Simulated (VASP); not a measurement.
**Al: single point with revPBE**

Crystal: Al.

```
Al
1.0
     2.74003    0.00000    0.00000
    -1.37002    2.37294    0.00000
     0.00000    0.00000    9.09332
Al
4
Direct
  0.00000 0.00000 0.00000
  0.00000 0.00000 0.50000
  0.33333 0.66667 0.25000
  0.66667 0.33333 0.75000
```

This cell differs from its parent crystal: volume scaled by 0.88.

```yaml
Program: VASP 6.6.1
Task: single point
Functional: revPBE
Potentials_or_basis: VASP PAW PBE potentials, release 64 (Al)
Cutoff: 520 eV
k_mesh: 14 × 14 × 4
Occupations: fermi-dirac, width 0.1 eV
Spin: no spin polarisation
```

```yaml
Pressure: 12.6 GPa
Band_gap_on_the_k_mesh: zero (band 6 reaches 13.14 eV, above the bottom of band 7 at 7.45 eV)
```

Stress tensor (GPa, compression positive):
```
12.81  0.00  0.00
 0.00 12.81  0.00
 0.00  0.00 12.19
```

Levels at points of the mesh, in eV from the Fermi level:
| k point | band 3 | band 4 | band 5 | band 6 | band 7 | band 8 | band 9 | band 10 |
| --- | --- | --- | --- | --- | --- | --- | --- | --- |
| (0.00, 0.00, 0.00) | -10.15 | -5.16 | -4.73 | 3.34 | 3.35 | 11.81 | 11.81 | 11.81 |
| (0.50, 0.00, 0.00) | -4.22 | -4.22 | -3.39 | -3.39 | 0.76 | 1.13 | 1.41 | 1.78 |
| (0.00, 0.00, 0.50) | -7.96 | -7.96 | -1.15 | -1.15 | 8.43 | 8.43 | 12.05 | 12.05 |
| (0.50, 0.00, 0.50) | -5.06 | -5.06 | -1.99 | -1.99 | -1.27 | -1.27 | 4.74 | 4.74 |

It took 32 s on 1 thread of Intel(R) Xeon(R) Platinum 8259CL CPU @ 2.50GHz (Skylake/Cascade Lake), with other jobs on the host, peak memory 0.18 GiB.

Caveat: the PAW data sets were made with another functional, which shifts forces and pressure a little.
